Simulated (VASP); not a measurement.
# Ti3Pt5: single point with r2SCAN

The system is Ti3Pt5.

```
Ti Pt
1.0
     0.00000    3.99185    3.99185
     3.99185    0.00000    3.99185
     3.89932    3.89932    0.09252
Ti Pt
3 5
Direct
  0.00000 0.00000 0.00000
  0.50000 0.00000 0.00000
  0.50000 0.50000 0.00000
  0.00000 0.00000 0.50000
  0.00000 0.50000 0.00000
  0.00000 0.50000 0.50000
  0.50000 0.00000 0.50000
  0.50000 0.50000 0.50000
```

```
Program                : VASP 6.6.1
Task                   : single point
Functional             : r2SCAN
Potentials or basis    : VASP PAW PBE potentials, release 64 (Ti_sv, Pt)
Cutoff                 : 550 eV
k mesh                 : 5 × 5 × 5
Occupations            : fermi-dirac, width 0.05 eV
Spin                   : no spin polarisation
Dipole correction      : no
Further INCAR settings : ALGO = Normal; EDIFF = 1e-06; NBANDS = 53
```

| Item | Value |
| --- | --- |
| Pressure | 0.7 GPa |
| Band gap on the k mesh | zero (bands 43 and 44 overlap by 0.68 eV) |

Levels at points of the mesh, in eV from the Fermi level:
| k point | band 39 | band 40 | band 41 | band 42 | band 43 | band 44 | band 45 | band 46 | band 47 | band 48 |
| --- | --- | --- | --- | --- | --- | --- | --- | --- | --- | --- |
| (0.00, 0.00, 0.00) | -0.46 | -0.44 | -0.17 | -0.17 | -0.04 | 0.41 | 0.41 | 1.27 | 1.58 | 1.82 |

Wall time 11 min on 1 thread of Intel(R) Xeon(R) Platinum 8488C (Sapphire Rapids) (shared host), peak memory 0.38 GiB.

Caveat: the PAW data sets were made with another functional, which shifts forces and pressure a little; spin-orbit coupling is left out, which moves the levels of the heavy elements.
